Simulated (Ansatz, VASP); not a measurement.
## Gd in VASP and in Ansatz

```xyz
2
Lattice="3.4842 0.0000 0.0000 -1.7421 3.0174 0.0000 0.0000 0.0000 5.5867" Properties=species:S:1:pos:R:3 pbc="T T T"
Gd    0.0000    2.0116    1.3967
Gd    1.7421    1.0058    4.1900
```

Alike in both runs: task single point; functional LDA; k mesh 10 × 10 × 6; occupations gaussian, width 1 eV; collinear spin.

```csv
,VASP,Ansatz
version,VASP 6.6.1,Ansatz 0.2.0
potentials or method,"VASP PAW PBE potentials, release 64 (Gd), cutoff 520 eV","plane waves (420 eV) with PAW, scalar-relativistic"
valence electrons in the cell,36,36
```

|  | VASP | Ansatz | Ansatz less VASP |
| --- | --- | --- | --- |
| pressure (GPa) | 2.7 | 2.6 | -0.13 |
| traceless stress, the component that is largest in VASP (GPa) | 0.11 | 0.14 | +0.024 |
| net moment per atom (μB) | 7.08 | 7.15 | +0.067 |
| size of the moment on the site where the two differ most (μB) | 6.69 | 6.97 | +0.285 |

VASP's potentials were made for PBE, not for LDA, and Ansatz warns of the same on its side. LDA's correlation is that of Perdew and Zunger in VASP and of Perdew and Wang (1992) in Ansatz. Site moments also hang on the region over which each program counts them.

Neither program's run includes spin-orbit coupling.
